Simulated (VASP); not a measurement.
# GeSbTe3 (P4/mmm) in VASP: a series of runs

GeSbTe3 is run at these levels: PBE; tasks: single point, relaxation of cell and atoms.

All numbers are computed with VASP 6.6.1; they aren't measurements. Logs are shortened: lines on timing, memory, paths and dates and some standing lists are left out, and cuts for length are marked.

## (1) The cell of the first run

It takes space group P4/mmm (No. 123, tetragonal). Conventional cell: a = 5.918 Å, b = 5.918 Å, c = 5.543 Å, α = 90.00°, β = 90.00°, γ = 90.00°. Ge (site symmetry 4/mmm) has 6 Te at 2.77 to 2.96 Å within 3.7 Å. Within 3.9 Å of Sb (site symmetry 4/mmm) lie 4 Te at 2.96 Å. Te (site symmetry mmm) has 2 Ge at 2.96 Å and 2 Sb at 2.96 Å within 3.9 Å. Te (site symmetry 4/mmm) has 2 Ge at 2.77 Å within 3.7 Å.

## (2) Single point, PBE

INCAR

```
SYSTEM = GeSbTe3
PREC = Accurate
ENCUT = 520
EDIFF = 1E-6
ISMEAR = 0
SIGMA = 0.1
LREAL = .FALSE.
LASPH = .TRUE.
NELM = 100
ALGO = Normal
ISIF = 2
LWAVE = .FALSE.
LCHARG = .FALSE.
GGA = PE
NBANDS = 26
```

KPOINTS

```
regular mesh
0
G
  6 6 8
  0 0 0
```

POSCAR

```
GeSbTe3
1.0
    5.9181606093      0.0000000000      0.0000000000
    0.0000000000      5.9181606093      0.0000000000
    0.0000000000      0.0000000000      5.5432419559
Ge Sb Te
1 1 3
Direct
    0.5000000000      0.5000000000      0.5000000000
    0.0000000000      0.0000000000      0.5000000000
    0.0000000000      0.5000000000      0.5000000000
    0.5000000000      0.0000000000      0.5000000000
    0.5000000000      0.5000000000      0.0000000000
```

Potentials or basis: VASP PAW PBE potentials, release 64 (Ge_d, Sb, Te).

Command:

```
$ cat potpaw_PBE.64/Ge_d/POTCAR potpaw_PBE.64/Sb/POTCAR potpaw_PBE.64/Te/POTCAR > POTCAR
$ mpirun -np 1 vasp_std > vasp.out
```

OUTCAR:

```text
SYSTEM = GeSbTe3
   PREC = Accurate
   ENCUT = 520
   EDIFF = 1E-6
   ISMEAR = 0
   LREAL = .FALSE.
   LASPH = .TRUE.
   NELM = 100
   ISIF = 2
   GGA = PE

 ion  position               nearest neighbor table
   1  0.500  0.500  0.500-   5 2.77   5 2.77   3 2.96   4 2.96   4 2.96   3 2.96
   2  0.000  0.000  0.500-   3 2.96   4 2.96   3 2.96   4 2.96
   3  0.000  0.500  0.500-   1 2.96   2 2.96   2 2.96   1 2.96
   4  0.500  0.000  0.500-   1 2.96   2 2.96   1 2.96   2 2.96
   5  0.500  0.500  0.000-   1 2.77   1 2.77

  LATTYP: Found a simple tetragonal cell.
 ALAT       =     5.9181606093
 C/A-ratio  =     0.9366494629

  Lattice vectors:

 A1 = (   5.9181606093,   0.0000000000,   0.0000000000)
 A2 = (   0.0000000000,   5.9181606093,   0.0000000000)
 A3 = (   0.0000000000,   0.0000000000,   5.5432419559)

Analysis of symmetry for initial positions (statically):
=====================================================================
 Subroutine PRICEL returns:
 Original cell was already a primitive cell.

 Routine SETGRP: Setting up the symmetry group for a
 simple tetragonal supercell.

 Subroutine GETGRP returns: Found 16 space group operations
 (whereof 16 operations were pure point group operations)
 out of a pool of 16 trial point group operations.

The static configuration has the point symmetry D_4h.

Analysis of symmetry for dynamics (positions and initial velocities):
=====================================================================
 Subroutine PRICEL returns:
 Original cell was already a primitive cell.

 Routine SETGRP: Setting up the symmetry group for a
 simple tetragonal supercell.

 Subroutine GETGRP returns: Found 16 space group operations
 (whereof 16 operations were pure point group operations)
 out of a pool of 16 trial point group operations.

The dynamic configuration has the point symmetry D_4h.

 Subroutine INISYM returns: Found 16 space group operations
 (whereof 16 operations are pure point group operations),
 and found     1 'primitive' translations

----------------------------------------------------------------------------------------

                                     Primitive cell

  volume of cell :     194.1500

  direct lattice vectors                    reciprocal lattice vectors
     5.918160609  0.000000000  0.000000000     0.168971420  0.000000000  0.000000000
     0.000000000  5.918160609  0.000000000     0.000000000  0.168971420  0.000000000
     0.000000000  0.000000000  5.543241956     0.000000000  0.000000000  0.180399847

  length of vectors
     5.918160609  5.918160609  5.543241956     0.168971420  0.168971420  0.180399847

  position of ions in fractional coordinates (direct lattice)
     0.500000000  0.500000000  0.500000000
     0.000000000  0.000000000  0.500000000
     0.000000000  0.500000000  0.500000000
     0.500000000  0.000000000  0.500000000
     0.500000000  0.500000000  0.000000000

  ion indices of the primitive-cell ions
   primitive index   ion index
                 1           1
                 2           2
                 3           3
                 4           4
                 5           5

----------------------------------------------------------------------------------------

 KPOINTS: regular mesh

Automatic generation of k-mesh.
 Grid dimensions read from file:
 generate k-points for:    6    6    8

 Generating k-lattice:

  Cartesian coordinates                     Fractional coordinates (reciprocal lattice)
     0.028161903  0.000000000  0.000000000     0.166666667  0.000000000  0.000000000
     0.000000000  0.028161903  0.000000000     0.000000000  0.166666667  0.000000000
     0.000000000  0.000000000  0.022549981     0.000000000  0.000000000  0.125000000

  Length of vectors
     0.028161903  0.028161903  0.022549981

  Shift w.r.t. Gamma in fractional coordinates (k-lattice)
     0.000000000  0.000000000  0.000000000

 Subroutine IBZKPT returns following result:
 ===========================================

 Found     50 irreducible k-points:

 Following reciprocal coordinates:
            Coordinates               Weight
  0.000000  0.000000  0.000000      1.000000
  0.166667  0.000000  0.000000      4.000000
  0.333333  0.000000  0.000000      4.000000
  0.500000  0.000000  0.000000      2.000000
  0.166667  0.166667  0.000000      4.000000
  0.333333  0.166667  0.000000      8.000000
[... 16 lines left out ...]
  0.333333  0.000000  0.250000      8.000000
  0.500000  0.000000  0.250000      4.000000
 [... further k-points ...]
   k-points           NKPTS =     50   k-points in BZ     NKDIM =     50   number of bands    NBANDS=     26
   number of dos      NEDOS =    301   number of ions     NIONS =      5
   total plane-waves  NPLWV =  96768
   dimension x,y,z NGX =    48 NGY =   48 NGZ =   42
   dimension x,y,z NGXF=    96 NGYF=   96 NGZF=   84
   ions per type =               1   1   3
   NGX,Y,Z   is equivalent  to a cutoff of  13.48, 13.48, 12.60 a.u.
   NGXF,Y,Z  is equivalent  to a cutoff of  26.97, 26.97, 25.19 a.u.
 SYSTEM =  GeSbTe3
   PREC   = accura    normal or accurate (medium, high low for compatibility)
   ISTART =      0    job   : 0-new  1-cont  2-samecut
   ICHARG =      2    charge: 1-file 2-atom 10-const
   ISPIN  =      1    spin polarized calculation?
   LNONCOLLINEAR =      F non collinear calculations
   LSORBIT =      F    spin-orbit coupling
   LASPH  =      T    aspherical Exc in radial PAW
   ENCUT  =  520.0 eV  38.22 Ry    6.18 a.u.  11.00 11.00 10.31*2*pi/ulx,y,z
   NELM   =    100;   NELMIN=  2; NELMDL= -5     # of ELM steps
   EDIFF  = 0.1E-05   stopping-criterion for ELM
   LREAL  =      F    real-space projection
   EDIFFG = 0.1E-04   stopping-criterion for IOM
   NSW    =      0    number of steps for IOM
   IBRION =     -1    ionic relax: 0-MD 1-quasi-New 2-CG
   NFREE  =      0    steps in history (QN), initial steepest desc. (CG)
   ISIF   =      2    stress and relaxation
   ISYM   =      2    0-nonsym 1-usesym 2-fastsym
   POTIM  = 0.5000    time-step for ionic-motion
   TEBEG  =    0.0;   TEEND  =   0.0 temperature during run
   PSTRESS=    0.0 pullay stress
   NELECT =      37.0000    total number of electrons
   NUPDOWN=      -1.0000    fix difference up-down
   EMIN   =  10.00;   EMAX   =-10.00  energy-range for DOS
   EFERMI =   0.00;   METHOD = LEGACY
   ISMEAR =     0;   SIGMA  =   0.10  broadening in eV -4-tet -1-fermi 0-gaus
   EFERMI_NEDOS =   21; number of points for ismear=-14 and -15
   IALGO  =     38    algorithm
   IMIX   =      4    mixing-type and parameters
     AMIX     =   0.40;   BMIX     =  1.00
     AMIX_MAG =   1.60;   BMIX_MAG =  1.00
  volume/ion in A,a.u.               =      38.83       262.04
  Fermi-wavevector in a.u.,A,eV,Ry     =   0.942098  1.780308 12.075844  0.887550
  Thomas-Fermi vector in A             =   2.069674
   LORBIT       =      0    0 simple, 1 ext, 2 COOP (PROOUT), +10 PAW based schemes
   GGA     = PE    functional components
   LHFCALC =     F    Hartree Fock is set to
   AEXX    =    0.0000 exact exchange contribution
   IVDW    =     0    specifies the selected vdW correction
   LEPSILON=     F    determine dielectric tensor
   LRPA    =     F    only Hartree local field effects (RPA)
 non-spin polarized calculation
 Gauss-broadening in eV      SIGMA  =   0.10
  energy-cutoff  :      520.00
  volume of cell :      194.15
 maximum number of plane-waves:      5296
 NGX is ok and might be reduce to    48
   NGX = 23   NGY = 23   NGZ = 21

 number of electron      37.0000004 magnetization

 Free energy of the ion-electron system (eV)
  ---------------------------------------------------
  ext. energy  EPLUGINS =         0.00000000
  ---------------------------------------------------
  free energy    TOTEN  =       -16.53612561 eV

  energy without entropy =      -16.50687835  energy(sigma->0) =      -16.52150198

 E-fermi :   3.2554     XC(G=0):  -8.0964

 val. band max:        3.2295587076   @ k =   0.3333   0.0000   0.2500
 cond. band min:       3.2624552352   @ k =   0.5000   0.1667   0.3750
 fundamental gap:      0.0328965276
 Fermi energy:         3.2553862374

 k-point     1 :       0.0000    0.0000    0.0000
  band No.  band energies     occupation
      1     -21.3193      2.00000
      2     -21.3107      2.00000
      3     -21.2875      2.00000
      4     -21.2762      2.00000
      5     -21.2762      2.00000
      6      -9.1434      2.00000
[... 18 lines left out ...]
     25       8.0787      0.00000
     26       8.0787      0.00000

 k-point     2 :       0.1667    0.0000    0.0000
  band No.  band energies     occupation
      1     -21.3193      2.00000
      2     -21.3107      2.00000
      3     -21.2875      2.00000
      4     -21.2762      2.00000
      5     -21.2762      2.00000
      6      -9.0443      2.00000
[... 18 lines left out ...]
     25       8.1961      0.00000
     26       8.3014      0.00000

 k-point     3 :       0.3333    0.0000    0.0000
  band No.  band energies     occupation
      1     -21.3192      2.00000
      2     -21.3107      2.00000
      3     -21.2875      2.00000
      4     -21.2762      2.00000
      5     -21.2762      2.00000
      6      -8.7554      2.00000
[... 18 lines left out ...]
     25       8.2047      0.00000
     26       8.6290      0.00000

 k-point     4 :       0.5000    0.0000    0.0000
  band No.  band energies     occupation
      1     -21.3192      2.00000
      2     -21.3107      2.00000
      3     -21.2875      2.00000
      4     -21.2763      2.00000
      5     -21.2762      2.00000
      6      -8.3681      2.00000
[... 18 lines left out ...]
     25       8.6010      0.00000
     26       8.7411      0.00000

 k-point     5 :       0.1667    0.1667    0.0000
  band No.  band energies     occupation
      1     -21.3192      2.00000
      2     -21.3107      2.00000
      3     -21.2875      2.00000
      4     -21.2762      2.00000
      5     -21.2762      2.00000
      6      -8.9462      2.00000
[... 18 lines left out ...]
     25       8.3692      0.00000
     26       8.4096      0.00000

 k-point     6 :       0.3333    0.1667    0.0000
  band No.  band energies     occupation
      1     -21.3192      2.00000
      2     -21.3107      2.00000
      3     -21.2875      2.00000
      4     -21.2762      2.00000
      5     -21.2762      2.00000
      6      -8.6609      2.00000
[... 427 lines left out ...]
 k-point    21 :       0.0000    0.0000    0.2500
  band No.  band energies     occupation
      1     -21.3193      2.00000
      2     -21.3107      2.00000
      3     -21.2876      2.00000
      4     -21.2763      2.00000
      5     -21.2763      2.00000
      6      -9.0611      2.00000
[... 18 lines left out ...]
     25       8.4902      0.00000
     26       8.6134      0.00000

 k-point    22 :       0.1667    0.0000    0.2500
  band No.  band energies     occupation
      1     -21.3193      2.00000
      2     -21.3107      2.00000
      3     -21.2876      2.00000
      4     -21.2763      2.00000
      5     -21.2763      2.00000
      6      -8.9612      2.00000
[... 18 lines left out ...]
     25       8.4377      0.00000
     26       8.6036      0.00000

 k-point    23 :       0.3333    0.0000    0.2500
  band No.  band energies     occupation
      1     -21.3192      2.00000
      2     -21.3107      2.00000
      3     -21.2876      2.00000
      4     -21.2763      2.00000
      5     -21.2763      2.00000
      6      -8.6694      2.00000
[... 18 lines left out ...]
     25       8.5372      0.00000
     26       8.6533      0.00000

 k-point    24 :       0.5000    0.0000    0.2500
  band No.  band energies     occupation
      1     -21.3192      2.00000
      2     -21.3107      2.00000
      3     -21.2875      2.00000
      4     -21.2764      2.00000
      5     -21.2763      2.00000
      6      -8.2225      2.00000
[... 18 lines left out ...]
     25       8.7559      0.00000
     26       8.8139      0.00000

 [... further k-points ...]
[... 5 lines left out ...]
  --------------------------------------------------------------------------------------
  -------------------------------------------------------------------------------------
  Total       -0.0183631     -0.0183631     -0.0124559      0.0000000      0.0000000      0.0000000
  in kB       -0.1515369     -0.1515369     -0.1027896      0.0000000      0.0000000      0.0000000
  external PRESSURE =      -0.1352878 kB  Pullay stress =       0.0000000 kB

 VOLUME and BASIS-vectors are now :
 -----------------------------------------------------------------------------
  energy-cutoff  :      520.00
  volume of cell :      194.15
      direct lattice vectors                 reciprocal lattice vectors
     5.918160609  0.000000000  0.000000000     0.168971420  0.000000000  0.000000000
     0.000000000  5.918160609  0.000000000     0.000000000  0.168971420  0.000000000
     0.000000000  0.000000000  5.543241956     0.000000000  0.000000000  0.180399847

 POSITION                                       TOTAL-FORCE (eV/Angst)
 -----------------------------------------------------------------------------------
      2.95908      2.95908      2.77162         0.000000      0.000000      0.000000
      0.00000      0.00000      2.77162         0.000000      0.000000      0.000000
      0.00000      2.95908      2.77162         0.000000      0.000000      0.000000
      2.95908      0.00000      2.77162         0.000000      0.000000      0.000000
      2.95908      2.95908      0.00000         0.000000      0.000000      0.000000
 -----------------------------------------------------------------------------------
    total drift:                                0.000000     -0.000000     -0.000000

  FREE ENERGIE OF THE ION-ELECTRON SYSTEM (eV)
  ---------------------------------------------------
  free  energy   TOTEN  =       -16.5361256121 eV

  energy  without entropy=      -16.5068783502  energy(sigma->0) =      -16.52150198
```

Wall time 85 s (1 thread of Intel Xeon 6975P-C (Granite Rapids), shared host); peak memory 0.47 GiB.

What came out:

* Free energy: -16.5361 eV
* Pressure: 0.0 GPa

Levels at points of the mesh, in eV from the Fermi level:
```csv
k point,band 14,band 15,band 16,band 17,band 18,band 19,band 20,band 21,band 22,band 23
"(0.00, 0.00, 0.00)",-2.93,-2.93,-1.55,-0.79,0.02,0.02,1.57,3.58,3.79,4.60
"(0.50, 0.00, 0.00)",-1.92,-1.50,-1.07,-0.74,-0.24,0.04,0.73,1.44,2.16,5.10
"(0.50, 0.50, 0.00)",-1.17,-1.17,-1.13,-0.87,-0.42,0.05,0.19,0.19,0.24,1.59
"(0.00, 0.00, 0.50)",-2.74,-2.58,-1.13,-0.89,-0.89,0.85,0.90,2.35,3.77,4.76
"(0.50, 0.00, 0.50)",-1.51,-1.24,-0.86,-0.84,-0.16,0.66,0.88,1.76,1.82,1.96
"(0.50, 0.50, 0.50)",-0.92,-0.84,-0.71,0.17,0.17,0.28,0.63,0.63,0.84,0.84
```

Caveat: spin-orbit coupling is left out, which moves the levels of the heavy elements.

(Continued in part 2 of 2.)
